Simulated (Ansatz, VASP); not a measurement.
# Two plane-wave programs on Ta

```
Ta
1.0
    -1.60174    1.60174    1.65128
     1.60174   -1.60174    1.65128
     1.60174    1.60174   -1.65128
Ta
1
Direct
  0.00000 0.00000 0.00000
```

Change from the starting cell: strain -0.0300 x Voigt [1, 1, 0, 0, 0, 0], atoms carried along.

Alike in both runs: task single point; functional LDA; k mesh 20 × 20 × 20; occupations methfessel-paxton of order 1, width 0.02 eV; no spin polarisation.

|  | VASP | Ansatz |
| --- | --- | --- |
| version | VASP 6.6.1 | Ansatz 0.2.0 |
| potentials or method | VASP PAW LDA potentials, release 64 (Ta_pv), cutoff 520 eV | scalar-relativistic, plane waves, PAW |
| valence electrons in the cell | 11 | 13 |

Ansatz gave:

```
gap on the k mesh at the Fermi level (eV)                     : none
pressure (GPa)                                                : 3.7
traceless stress, the component that is largest in VASP (GPa) : -2.65
```

Question: Estimate VASP's values.

Answer: gap on the k mesh at the Fermi level (eV): none; pressure (GPa): 4.7; traceless stress, the component that is largest in VASP (GPa): -2.65.

LDA's correlation is that of Perdew and Zunger in VASP and of Perdew and Wang (1992) in Ansatz. A gap of «none» marks a metal or a gap that the smearing closes. VASP's potentials hold 11 valence electrons a cell and Ansatz's 13, so a difference there can come from the potentials and not from the codes.

Neither program's run includes spin-orbit coupling.
